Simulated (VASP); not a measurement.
# BN (zincblende type) (F-43m) in VASP: electric field gradients with r2SCAN

Aim: the electric field gradients of BN (zincblende type) with r2SCAN.

Program: VASP 6.6.1. These are calculated values, not measurements. Logs are shortened: lines on timing, memory, paths and dates and some standing lists are left out, and cuts for length are marked.

### 1 The cell of the first run

The structure is cubic, space group F-43m (No. 216). The conventional cell has a = 3.625 Å, b = 3.625 Å, c = 3.625 Å, α = 90.00°, β = 90.00°, γ = 90.00°. B (site symmetry -43m) has 4 N at 1.57 Å within 2.1 Å. Within 2.1 Å of N (site symmetry -43m) lie 4 B at 1.57 Å.

### 2 Electric field gradients, r2SCAN

The input, POSCAR:

```
BN
1.0
    0.0000000000      1.8123531715      1.8123531715
    1.8123531715      0.0000000000      1.8123531715
    1.8123531715      1.8123531715      0.0000000000
B N
1 1
Direct
    0.0000000000      0.0000000000      0.0000000000
    0.2500000000      0.2500000000      0.2500000000
```

The input, INCAR.step1:

```
SYSTEM = BN
  ALGO = Normal
  EDIFF = 1E-5
  ENCUT = 1080
  GGA = PE
  GGA_COMPAT = .False.
  ISMEAR = -1
  LASPH = .True.
  LCHARG = .False.
  LREAL = .False.
  LWAVE = .True.
  NBANDS = 11
  NELM = 120
  PREC = Accurate
  SIGMA = 0.03
```

The input, INCAR.step2:

```
SYSTEM = BN
  ALGO = Normal
  EDIFF = 1E-8
  ENCUT = 1080
  GGA_COMPAT = .False.
  ISIF = 2
  ISMEAR = -1
  ISTART = 1
  LASPH = .True.
  LCHARG = .False.
  LEFG = .True.
  LMIXTAU = .True.
  LREAL = .False.
  LWAVE = .False.
  METAGGA = R2SCAN
  NBANDS = 11
  NELM = 120
  PREC = Accurate
  SIGMA = 0.03
```

The input, KPOINTS:

```
k-points
0
Gamma
  16 16 16
  0 0 0
```

Potentials or basis: VASP PAW PBE potentials, release 64 (B_h, N_h).

Command:

```
> cat potpaw_PBE.64/B_h/POTCAR potpaw_PBE.64/N_h/POTCAR > POTCAR
> cp INCAR.step1 INCAR
> mpirun -np 1 vasp_std > vasp.out
> cp INCAR.step2 INCAR
> mpirun -np 1 vasp_std > vasp.out
```

OUTCAR:

```text
SYSTEM = BN
   EDIFF = 1E-8
   ENCUT = 1080
   ISIF = 2
   ISMEAR = -1
   ISTART = 1
   LASPH = .True.
   LREAL = .False.
   METAGGA = R2SCAN
   NELM = 120
   PREC = Accurate

 ion  position               nearest neighbor table
   1  0.000  0.000  0.000-
   2  0.250  0.250  0.250-

  LATTYP: Found a face centered cubic cell.
 ALAT       =     3.6247063430

  Lattice vectors:

 A1 = (   0.0000000000,   1.8123531715,   1.8123531715)
 A2 = (   1.8123531715,   0.0000000000,   1.8123531715)
 A3 = (   1.8123531715,   1.8123531715,   0.0000000000)

Analysis of symmetry for initial positions (statically):
=====================================================================
 Subroutine PRICEL returns:
 Original cell was already a primitive cell.

 Routine SETGRP: Setting up the symmetry group for a
 face centered cubic supercell.

 Subroutine GETGRP returns: Found 24 space group operations
 (whereof 24 operations were pure point group operations)
 out of a pool of 48 trial point group operations.

The static configuration has the point symmetry T_d .

Analysis of symmetry for dynamics (positions and initial velocities):
=====================================================================
 Subroutine PRICEL returns:
 Original cell was already a primitive cell.

 Routine SETGRP: Setting up the symmetry group for a
 face centered cubic supercell.

 Subroutine GETGRP returns: Found 24 space group operations
 (whereof 24 operations were pure point group operations)
 out of a pool of 48 trial point group operations.

The dynamic configuration has the point symmetry T_d .

 Subroutine INISYM returns: Found 24 space group operations
 (whereof 24 operations are pure point group operations),
 and found     1 'primitive' translations

----------------------------------------------------------------------------------------

                                     Primitive cell

  volume of cell :      11.9058

  direct lattice vectors                    reciprocal lattice vectors
     0.000000000  1.812353172  1.812353172    -0.275884418  0.275884418  0.275884418
     1.812353172  0.000000000  1.812353172     0.275884418 -0.275884418  0.275884418
     1.812353172  1.812353172  0.000000000     0.275884418  0.275884418 -0.275884418

[... 129 lines left out ...]

 E-fermi :   9.3240     XC(G=0): -13.7136

 val. band max:        8.8126386317   @ k =   0.0000   0.0000   0.0000
 cond. band min:      13.7935700193   @ k =   0.5000   0.5000   0.0000
 fundamental gap:      4.9809313876
 Fermi energy:         9.3240212649

 k-point     1 :       0.0000    0.0000    0.0000
  band No.  band energies     occupation
      1     -12.3798      2.00000
      2       8.8126      2.00000
      3       8.8126      2.00000
      4       8.8126      2.00000
      5      18.3215      0.00000
      6      18.3215      0.00000
      7      18.3215      0.00000
      8      19.7359      0.00000
      9      34.7940      0.00000
     10      37.4164      0.00000
     11      37.4164      0.00000
[... 309 lines left out ...]
 k-point    24 :      -0.0625    0.0625    0.0000
  band No.  band energies     occupation
      1     -12.1196      2.00000
      2       7.6386      2.00000
      3       8.1665      2.00000
      4       8.7145      2.00000
      5      18.5404      0.00000
      6      18.5455      0.00000
      7      19.0265      0.00000
      8      20.5864      0.00000
      9      34.0919      0.00000
     10      34.1034      0.00000
     11      36.2314      0.00000

 [... further k-points ...]

------------------------ aborting loop because EDIFF is reached ----------------------------------------

  FORCE on cell =-STRESS in cart. coord.  units (eV):
  Direction    XX          YY          ZZ          XY          YZ          ZX
  --------------------------------------------------------------------------------------
  -------------------------------------------------------------------------------------
  Total       -0.3747119     -0.3747119     -0.3747119     -0.0000000     -0.0000000     -0.0000000
  in kB      -50.4254228    -50.4254228    -50.4254228     -0.0000000     -0.0000000     -0.0000000
  external PRESSURE =     -50.4254228 kB  Pullay stress =       0.0000000 kB

 VOLUME and BASIS-vectors are now :
 -----------------------------------------------------------------------------
  energy-cutoff  :     1080.00
  volume of cell :       11.91
      direct lattice vectors                 reciprocal lattice vectors
     0.000000000  1.812353172  1.812353172    -0.275884418  0.275884418  0.275884418
     1.812353172  0.000000000  1.812353172     0.275884418 -0.275884418  0.275884418
     1.812353172  1.812353172  0.000000000     0.275884418  0.275884418 -0.275884418

 POSITION                                       TOTAL-FORCE (eV/Angst)
 -----------------------------------------------------------------------------------
      0.00000      0.00000      0.00000        -0.000000      0.000000     -0.000000
      0.90618      0.90618      0.90618         0.000000     -0.000000      0.000000
 -----------------------------------------------------------------------------------
    total drift:                                0.000000      0.000000      0.000000

  FREE ENERGIE OF THE ION-ELECTRON SYSTEM (eV)
  ---------------------------------------------------
  free  energy   TOTEN  =       -19.1976393084 eV

  energy  without entropy=      -19.1976393084  energy(sigma->0) =      -19.19763931

 Electric field gradients (V/A^2)
---------------------------------------------------------------------
 ion       V_xx      V_yy      V_zz      V_xy      V_xz      V_yz
---------------------------------------------------------------------
   1       0.000    -0.000    -0.000     0.000     0.000     0.000
   2      -0.000    -0.000     0.000    -0.000    -0.000    -0.000
---------------------------------------------------------------------

 Electric field gradients after diagonalization (V/A^2)
 (convention: |V_zz| > |V_xx| > |V_yy|)
----------------------------------------------------------------------
 ion       V_xx      V_yy      V_zz     asymmetry (V_yy - V_xx)/ V_zz
----------------------------------------------------------------------
   1      -0.000    -0.000     0.000       0.000
   2       0.000     0.000    -0.001       0.000
----------------------------------------------------------------------

           NMR quadrupolar parameters

 Cq : quadrupolar parameter    Cq=e*Q*V_zz/h
 eta: asymmetry parameters     (V_yy - V_xx)/ V_zz
 Q  : nuclear electric quadrupole moment in mb (millibarn)
----------------------------------------------------------------------
 ion       Cq(MHz)       eta       Q (mb)
----------------------------------------------------------------------
   1       0.000       0.000       1.000
   2      -0.000       0.000       1.000
----------------------------------------------------------------------
```

OUTCAR.step1:

```text
SYSTEM = BN
   EDIFF = 1E-5
   ENCUT = 1080
   GGA = PE
   ISMEAR = -1
   LASPH = .True.
   LREAL = .False.
[... 555 lines left out ...]
      0.00000      0.00000      0.00000        -0.000000      0.000000     -0.000000
      0.90618      0.90618      0.90618         0.000000     -0.000000      0.000000
 -----------------------------------------------------------------------------------
    total drift:                               -0.000000     -0.000000     -0.000000

  FREE ENERGIE OF THE ION-ELECTRON SYSTEM (eV)
  ---------------------------------------------------
  free  energy   TOTEN  =       -17.4694285579 eV

  energy  without entropy=      -17.4694285579  energy(sigma->0) =      -17.46942856
```

OSZICAR.step1:

```text
N       E                     dE             d eps       ncg     rms          rms(c)
DAV:   1     0.234668286175E+02    0.23467E+02   -0.69764E+03  3238   0.122E+03
DAV:   2    -0.168358471334E+02   -0.40303E+02   -0.38275E+02  4312   0.192E+02
DAV:   3    -0.183883088920E+02   -0.15525E+01   -0.15477E+01  3882   0.331E+01
DAV:   4    -0.183932128821E+02   -0.49040E-02   -0.49037E-02  3471   0.214E+00
DAV:   5    -0.183932289897E+02   -0.16108E-04   -0.16107E-04  3751   0.128E-01    0.597E+00
DAV:   6    -0.175418162491E+02    0.85141E+00   -0.29382E+00  3283   0.948E+00    0.232E+00
DAV:   7    -0.174813405134E+02    0.60476E-01   -0.12164E-01  3624   0.285E+00    0.122E+00
DAV:   8    -0.174690974297E+02    0.12243E-01   -0.37821E-02  3625   0.139E+00    0.143E-01
DAV:   9    -0.174693675424E+02   -0.27011E-03   -0.23613E-03  3402   0.320E-01    0.706E-02
DAV:  10    -0.174694221917E+02   -0.54649E-04   -0.22744E-04  3643   0.127E-01    0.126E-02
DAV:  11    -0.174694285579E+02   -0.63662E-05   -0.20926E-05  3587   0.411E-02
   1 F= -.17469429E+02 E0= -.17469429E+02  d E =-.415959E-11
```

It took 2.3 min on 1 thread of Intel Xeon Platinum 8375C at 2.90GHz (Ice Lake), shared host; peak memory 0.19 GiB.

What came out:

| Property | Result |
| --- | --- |
| Free energy | -19.1976 eV |
| Pressure | -5.0 GPa |
| Band gap on the k mesh | 4.98 eV (least direct gap 9.51 eV) |
| Largest electric field gradient by atom | under 0.05 V/Å² on every atom |

Caveat: the cell stands under tension; the PAW data sets were made with another functional, which shifts forces and pressure a little. A k mesh can miss the band edges.
